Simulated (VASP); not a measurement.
Set up this calculation in VASP 6.6.1, as the native input.

```yaml
Task: single point
Functional: RPBE
Dispersion: D3(BJ)
Potentials_or_basis: VASP PAW PBE potentials, release 64 (Mn_pv, O)
Cutoff: 520 eV
k_mesh: 10 × 10 × 10
Occupations: fermi-dirac, width 0.1 eV
Spin: collinear spin, ferromagnetic start
Starting_moments: "[4.0, 0.0] μB"
Hubbard_terms: Mn d U = 2.0 eV
Dipole_correction: no
Further_INCAR_settings: ALGO = Normal; EDIFF = 1e-07; NBANDS = 20
```

The structure of MnO lies in POSCAR:

```
MnO
1.0
    3.1659093842      0.0000000000      0.0000000000
    1.5829546921      2.7417579528      0.0000000000
    1.5829546921      0.9139193176      2.5849541877
Mn O
1 1
Direct
    0.0000000000      0.0000000000      0.0000000000
    0.5000000000      0.5000000000      0.5000000000
```

This cell differs from its parent crystal: volume scaled by 1.02.

The input as run:

INCAR

```
PREC = Accurate
ENCUT = 520
EDIFF = 1E-7
ISMEAR = -1
SIGMA = 0.1
LREAL = False
LASPH = True
NELM = 150
ALGO = Normal
ISIF = 2
LWAVE = False
LCHARG = False
ISPIN = 2
MAGMOM = 4 0
LORBIT = 11
LMAXMIX = 4
LDAU = True
LDAUTYPE = 2
LDAUL = 2 -1
LDAUU = 2 0
LDAUJ = 0 0
LDAUPRINT = 1
GGA = RP
IVDW = 12
NBANDS = 20
```

KPOINTS

```
Automatic mesh
0
Gamma
  10 10 10
```

Potentials or basis: VASP PAW PBE potentials, release 64 (Mn_pv, O).

Launch:

```sh
$ cat potpaw_PBE.64/Mn_pv/POTCAR potpaw_PBE.64/O/POTCAR > POTCAR
$ mpirun -np 1 vasp_std > vasp.out
```

It gave:

The pressure is -17.4 GPa and the band gap on the k mesh is zero (filled and empty bands overlap). The net moment is 5.00 μB per cell and the site moments are Mn +4.57; O +0.18 μB. The valence electrons inside the program's atomic spheres are Mn 11.32; O 5.01 and the dispersion energy per atom is -1.386 eV.

Caveat: the PAW data sets were made with another functional, which shifts forces and pressure a little; a cell with one magnetic atom can't hold antiferromagnetic order, which such compounds often take; pairwise dispersion overbinds metals, which lowers pressure and volume.

Run time: 23 s on 1 thread of Intel Xeon 6975P-C, on a shared host, peak memory 0.18 GiB.
